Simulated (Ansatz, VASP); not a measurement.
Ti in VASP and in Ansatz

Contents of INCAR:

```
ALGO = Normal
EDIFF = 1E-6
ENCUT = 520
GGA = PE
ISIF = 2
ISMEAR = -1
LASPH = T
LCHARG = T
LELF = T
LREAL = F
LVHAR = T
LWAVE = F
NBANDS = 12
NELM = 60
PREC = Accurate
SIGMA = 0.05
```

Contents of KPOINTS:

```
k-points
0
Gamma
  15 15 15
```

POSCAR

```
Ti
1.0
    0.0000000000      2.0434441004      2.0434441004
    2.0434441004      0.0000000000      2.0434441004
    2.0434441004      2.0434441004      0.0000000000
Ti
1
Direct
    0.0000000000      0.0000000000      0.0000000000
```

Input for Ansatz:

```yaml
crystal:
  lattice:
    - [0.0, 2.0434441004, 2.0434441004]
    - [2.0434441004, 0.0, 2.0434441004]
    - [2.0434441004, 2.0434441004, 0.0]
  atoms:
    - { symbol: Ti, position: [0.0, 0.0, 0.0] }
kpoints:
  mp_grid: { grid: [15, 15, 15] }
  band_path:
    path:
      - [0.0, 0.0, 0.0]
      - [0.5, 0.0, 0.5]
      - [0.625, 0.25, 0.625]
      - [0.375, 0.375, 0.75]
      - [0.0, 0.0, 0.0]
      - [0.5, 0.5, 0.5]
      - [0.5, 0.25, 0.75]
      - [0.5, 0.0, 0.5]
    npoints: 5
scf:
  occupations: { method: fermi_dirac, width: 0.05 }
hamiltonian:
  xc: pbe
  pseudopotentials: { kind: all_electron, lapw: { basis_error: 0.00025 } }
output:
  forces: true
  stress: true
  eigenvalues: true
```

Change from the starting cell: volume scaled by 1.02.

Alike in both runs: task single point; functional PBE; k mesh 15 × 15 × 15; occupations fermi-dirac, width 0.05 eV; no spin polarisation.

|  | VASP | Ansatz |
| --- | --- | --- |
| version | VASP 6.6.1 | Ansatz 0.2.0 |
| potentials or method | VASP PAW PBE potentials, release 64 (Ti_sv), cutoff 520 eV | all-electron LAPW, scalar-relativistic |

|  | VASP | Ansatz | Ansatz less VASP |
| --- | --- | --- | --- |
| pressure (GPa) | 1.8 | 2.1 | +0.29 |

Ansatz ran all-electron here, and VASP with PAW potentials.
